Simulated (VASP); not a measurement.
Input of a VASP 6.6.1 run:

File POSCAR:

```
HfO2
1.0
    0.0000000000      2.5291609878      2.5923900125
    2.5291609878      0.0000000000      2.5923900125
    2.5291609878      2.5291609878      0.0000000000
Hf O
1 2
Direct
    0.0000000000      0.0000000000      0.0000000000
    0.2500000000      0.2500000000      0.2500000000
    0.7500000000      0.7500000000      0.7500000000
```

File INCAR.step1:

```
PREC     = Accurate       # precision mode
ENCUT    = 520            # plane-wave cutoff, eV
ISMEAR   = 0              # smearing method
SIGMA    = 0.05           # smearing width, eV
LREAL    = F              # projectors in reciprocal space
LASPH    = T              # aspherical terms in the spheres
NELM     = 100            # most SCF steps
NBANDS   = 18             # bands
GGA      = PE             # functional
ALGO     = Normal         # electronic algorithm
EDIFF    = 1E-4           # SCF threshold, eV
LWAVE    = T              # write WAVECAR
LCHARG   = F              # write CHGCAR
```

INCAR.step2

```
PREC     = Accurate       # precision mode
ENCUT    = 520            # plane-wave cutoff, eV
EDIFF    = 1E-6           # SCF threshold, eV
ISMEAR   = 0              # smearing method
SIGMA    = 0.05           # smearing width, eV
LREAL    = F              # projectors in reciprocal space
LASPH    = T              # aspherical terms in the spheres
NELM     = 100            # most SCF steps
ALGO     = Normal         # electronic algorithm
ISIF     = 2              # what is computed and relaxed
LWAVE    = F              # write WAVECAR
LCHARG   = F              # write CHGCAR
METAGGA  = R2SCAN         # meta-GGA
LMIXTAU  = T            
NBANDS   = 18             # bands
ISTART   = 1
```

Contents of KPOINTS:

```
Automatic mesh
0
Gamma
  8 8 8
```

Potentials or basis: VASP PAW PBE potentials, release 64 (Hf_pv, O).

The run is started by

```sh
$ cat potpaw_PBE.64/Hf_pv/POTCAR potpaw_PBE.64/O/POTCAR > POTCAR
$ cp INCAR.step1 INCAR
$ mpirun -np 1 vasp_std > vasp.out
$ cp INCAR.step2 INCAR
$ mpirun -np 1 vasp_std > vasp.out
```

Problem. What does it give for the band gap on the k mesh?

Solution. 4.10 eV (least direct gap 4.12 eV).

Problem. What does it give for the pressure?

Solution. -10.0 GPa.

Stress tensor (GPa, compression positive):
```
 -6.04   0.00   0.00
  0.00  -6.04   0.00
  0.00   0.00 -18.06
```

Caveat: the cell differs from its parent crystal (strain +0.000 along x and y, +0.025 along z); the stress differs along the axes, from -18 to -6 GPa; the PAW data sets were made with another functional, which shifts forces and pressure a little; spin-orbit coupling is left out, which moves the levels of the heavy elements. A k mesh can miss the band edges.
